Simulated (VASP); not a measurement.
A run of VASP 6.6.1:

Contents of INCAR:

```
SYSTEM = Hf
PREC = Accurate
ENCUT = 520
EDIFF = 1E-6
ISMEAR = -1
SIGMA = 0.03
LREAL = .FALSE.
LASPH = .TRUE.
NELM = 80
ALGO = Normal
ISIF = 2
LWAVE = .FALSE.
LCHARG = .FALSE.
GGA = PE
NBANDS = 11
```

Contents of KPOINTS:

```
regular mesh
0
G
  13 13 13
  0 0 0
```

The input POSCAR:

```
Hf
1.0
    0.0000000000      2.2200000000      2.2644000000
    2.2200000000      0.0000000000      2.2644000000
    2.2200000000      2.2200000000      0.0000000000
Hf
1
Direct
    0.0000000000      0.0000000000      0.0000000000
```

Potentials or basis: VASP PAW PBE potentials, release 64 (Hf_pv).

Command:

```console
$ cat potpaw_PBE.64/Hf_pv/POTCAR > POTCAR
$ mpirun -np 1 vasp_std > vasp.out
```

Hardware: 1 thread of Intel Xeon 8259CL, with other jobs on the host.

Problem. How long does it take, and how much memory?

Solution. Wall time 40 s on 1 thread of Intel Xeon 8259CL (shared host), peak memory 0.17 GiB. Counts: scf iterations 11, k points 196.
